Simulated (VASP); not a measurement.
# Si (P6/mmm) in VASP: single point with slater exchange, lda correlation

Aim: the single point of Si with slater exchange, lda correlation.

Everything below comes from runs of VASP 6.6.1. Logs are shortened: lines on timing, memory, paths and dates and some standing lists are left out, and cuts for length are marked.

### 1 The cell of the first run

It takes space group P6/mmm (No. 191, hexagonal). The conventional cell has a = 2.527 Å, b = 2.527 Å, c = 2.373 Å, α = 90.00°, β = 90.00°, γ = 120.00°. Si (site symmetry 6/mmm) has 8 Si at 2.37 to 2.53 Å within 3.1 Å.

This isn't the form of Si at room conditions, which is diamond.

### 2 Single point, slater exchange, lda correlation

The input, INCAR:

```
SYSTEM = Si
  PREC = Accurate
  ENCUT = 500
  EDIFF = 1E-6
  ISMEAR = 0
  SIGMA = 0.02
  LREAL = .False.
  LASPH = .True.
  NELM = 120
  ALGO = Normal
  ISIF = 2
  LWAVE = .False.
  LCHARG = .False.
  GGA = LIBXC
  LIBXC1 = LDA_X
  LIBXC2 = LDA_C_PW
  NBANDS = 8
  GGA_COMPAT = .False.
```

The input, KPOINTS:

```
Automatic mesh
0
Gamma
  6 6 5
  0 0 0
```

The input, POSCAR:

```
Si
1.0
    2.5270000000      0.0000000000      0.0000000000
   -1.2635000000      2.1884461954      0.0000000000
    0.0000000000      0.0000000000      2.3730000000
Si
1
Direct
    0.0000000000      0.0000000000      0.0000000000
```

Potentials or basis: VASP PAW PBE potentials, release 64 (Si).

The run is started by

```bash
> cat potpaw_PBE.64/Si/POTCAR > POTCAR
> mpirun -np 1 vasp_std > vasp.out
```

OUTCAR:

```text
SYSTEM = Si
   PREC = Accurate
   ENCUT = 500
   EDIFF = 1E-6
   ISMEAR = 0
   LREAL = .False.
   LASPH = .True.
   NELM = 120
   ISIF = 2
   GGA = LIBXC

 ion  position               nearest neighbor table
   1  0.000  0.000  0.000-

  LATTYP: Found a hexagonal cell.
 ALAT       =     2.5270000000
 C/A-ratio  =     0.9390581717

  Lattice vectors:

 A1 = (   2.5270000000,   0.0000000000,   0.0000000000)
 A2 = (  -1.2635000000,   2.1884461954,   0.0000000000)
 A3 = (   0.0000000000,   0.0000000000,   2.3730000000)

Analysis of symmetry for initial positions (statically):
=====================================================================
 Subroutine PRICEL returns:
 Original cell was already a primitive cell.

 Routine SETGRP: Setting up the symmetry group for a
 hexagonal supercell.

 Subroutine GETGRP returns: Found 24 space group operations
 (whereof 24 operations were pure point group operations)
 out of a pool of 24 trial point group operations.

The static configuration has the point symmetry D_6h.

Analysis of symmetry for dynamics (positions and initial velocities):
=====================================================================
 Subroutine PRICEL returns:
 Original cell was already a primitive cell.

 Routine SETGRP: Setting up the symmetry group for a
 hexagonal supercell.

 Subroutine GETGRP returns: Found 24 space group operations
 (whereof 24 operations were pure point group operations)
 out of a pool of 24 trial point group operations.

The dynamic configuration has the point symmetry D_6h.

 Subroutine INISYM returns: Found 24 space group operations
 (whereof 24 operations are pure point group operations),
 and found     1 'primitive' translations

----------------------------------------------------------------------------------------

                                     Primitive cell

  volume of cell :      13.1232

  direct lattice vectors                    reciprocal lattice vectors
     2.527000000  0.000000000  0.000000000     0.395726157  0.228472604  0.000000000
    -1.263500000  2.188446195  0.000000000     0.000000000  0.456945207  0.000000000
     0.000000000  0.000000000  2.373000000     0.000000000  0.000000000  0.421407501

  length of vectors
     2.527000000  2.527000000  2.373000000     0.456945207  0.456945207  0.421407501

  position of ions in fractional coordinates (direct lattice)
     0.000000000  0.000000000  0.000000000

  ion indices of the primitive-cell ions
   primitive index   ion index
                 1           1

[... 71 lines left out ...]
   IBRION =     -1    ionic relax: 0-MD 1-quasi-New 2-CG
   NFREE  =      0    steps in history (QN), initial steepest desc. (CG)
   ISIF   =      2    stress and relaxation
   ISYM   =      2    0-nonsym 1-usesym 2-fastsym
   POTIM  = 0.5000    time-step for ionic-motion
   TEBEG  =    0.0;   TEEND  =   0.0 temperature during run
   PSTRESS=    0.0 pullay stress
   NELECT =       4.0000    total number of electrons
   NUPDOWN=      -1.0000    fix difference up-down
   EMIN   =  10.00;   EMAX   =-10.00  energy-range for DOS
   EFERMI =   0.00;   METHOD = LEGACY
   ISMEAR =     0;   SIGMA  =   0.02  broadening in eV -4-tet -1-fermi 0-gaus
   EFERMI_NEDOS =   21; number of points for ismear=-14 and -15
   IALGO  =     38    algorithm
   IMIX   =      4    mixing-type and parameters
     AMIX     =   0.40;   BMIX     =  1.00
     AMIX_MAG =   1.60;   BMIX_MAG =  1.00
  volume/ion in A,a.u.               =      13.12        88.56
  Fermi-wavevector in a.u.,A,eV,Ry     =   1.101747  2.082000 16.515384  1.213846
  Thomas-Fermi vector in A             =   2.238179
   LORBIT       =      0    0 simple, 1 ext, 2 COOP (PROOUT), +10 PAW based schemes
   GGA     = LIBXC    functional components
   LHFCALC =     F    Hartree Fock is set to
   AEXX    =    0.0000 exact exchange contribution
   IVDW    =     0    specifies the selected vdW correction
   LEPSILON=     F    determine dielectric tensor
   LRPA    =     F    only Hartree local field effects (RPA)
 non-spin polarized calculation
 Gauss-broadening in eV      SIGMA  =   0.02
  energy-cutoff  :      500.00
  volume of cell :       13.12
 maximum number of plane-waves:       342
   NGX =  9   NGY =  9   NGZ =  9

 number of electron       3.9999999 magnetization

 Free energy of the ion-electron system (eV)
  ---------------------------------------------------
  ext. energy  EPLUGINS =         0.00000000
  ---------------------------------------------------
  free energy    TOTEN  =        -5.48420538 eV

  energy without entropy =       -5.48291101  energy(sigma->0) =       -5.48355819

 E-fermi :  11.4243     XC(G=0): -11.5903

 val. band max:       11.4165051631   @ k =   0.3333   0.1667   0.4000
 cond. band min:      11.5284958268   @ k =   0.0000   0.0000   0.2000
 fundamental gap:      0.1119906637
 Fermi energy:        11.4242624396

 k-point     1 :       0.0000    0.0000    0.0000
  band No.  band energies     occupation
      1      -4.1198      2.00000
      2      18.7309      0.00000
      3      19.8265      0.00000
      4      22.4499      0.00000
      5      22.4499      0.00000
      6      23.8431      0.00000
      7      23.8431      0.00000
      8      29.4844      0.00000
[... 210 lines left out ...]
 k-point    21 :       0.3333    0.3333    0.4000
  band No.  band energies     occupation
      1       8.8686      2.00000
      2       9.2962      2.00000
      3       9.2962      2.00000
      4      14.5221      0.00000
      5      15.9424      0.00000
      6      15.9424      0.00000
      7      35.0404      0.00000
      8      35.0404      0.00000

------------------------ aborting loop because EDIFF is reached ----------------------------------------

  FORCE on cell =-STRESS in cart. coord.  units (eV):
  Direction    XX          YY          ZZ          XY          YZ          ZX
  --------------------------------------------------------------------------------------
  -------------------------------------------------------------------------------------
  Total        1.5522104      1.5522104      1.1688353      0.0000000      0.0000000      0.0000000
  in kB      189.5057216    189.5057217    142.7003552      0.0000000      0.0000000      0.0000000
  external PRESSURE =     173.9039328 kB  Pullay stress =       0.0000000 kB

 VOLUME and BASIS-vectors are now :
 -----------------------------------------------------------------------------
  energy-cutoff  :      500.00
  volume of cell :       13.12
      direct lattice vectors                 reciprocal lattice vectors
     2.527000000  0.000000000  0.000000000     0.395726157  0.228472604  0.000000000
    -1.263500000  2.188446195  0.000000000     0.000000000  0.456945207  0.000000000
     0.000000000  0.000000000  2.373000000     0.000000000  0.000000000  0.421407501

 POSITION                                       TOTAL-FORCE (eV/Angst)
 -----------------------------------------------------------------------------------
      0.00000      0.00000      0.00000        -0.000000      0.000000      0.000000
 -----------------------------------------------------------------------------------
    total drift:                               -0.000000      0.000000      0.000000

  FREE ENERGIE OF THE ION-ELECTRON SYSTEM (eV)
  ---------------------------------------------------
  free  energy   TOTEN  =        -5.4842053780 eV

  energy  without entropy=       -5.4829110056  energy(sigma->0) =       -5.48355819
```

OSZICAR:

```text
N       E                     dE             d eps       ncg     rms          rms(c)
DAV:   1    -0.287425940486E+01   -0.28743E+01   -0.19913E+03   360   0.392E+02
DAV:   2    -0.548673173602E+01   -0.26125E+01   -0.25171E+01   552   0.309E+01
DAV:   3    -0.549863473173E+01   -0.11903E-01   -0.11903E-01   392   0.237E+00
DAV:   4    -0.549864502219E+01   -0.10290E-04   -0.10292E-04   536   0.815E-02
DAV:   5    -0.549864502306E+01   -0.87137E-09   -0.14374E-08   400   0.529E-04    0.276E+00
DAV:   6    -0.548978738698E+01    0.88576E-02   -0.39118E-04   400   0.119E-01    0.160E+00
DAV:   7    -0.548421734520E+01    0.55700E-02   -0.96824E-04   376   0.185E-01    0.105E-01
DAV:   8    -0.548420551272E+01    0.11832E-04   -0.25642E-05   496   0.281E-02    0.106E-02
DAV:   9    -0.548420537801E+01    0.13471E-06   -0.45693E-07   328   0.565E-03
   1 F= -.54842054E+01 E0= -.54835582E+01  d E =-.129437E-02
```

It took 2 s on 1 thread of Intel Xeon Platinum 8488C (Sapphire Rapids), shared host; peak memory 0.11 GiB.

Results:

```
Free energy            : -5.4842 eV
Pressure               : 17.4 GPa
Band gap on the k mesh : zero (bands 2 and 3 overlap by 12.83 eV)
```

Caveat: the k points lie up to 0.53 Å⁻¹ apart, too coarse for converged energies and pressures of a metal; the PAW data sets were made with another functional, which shifts forces and pressure a little.
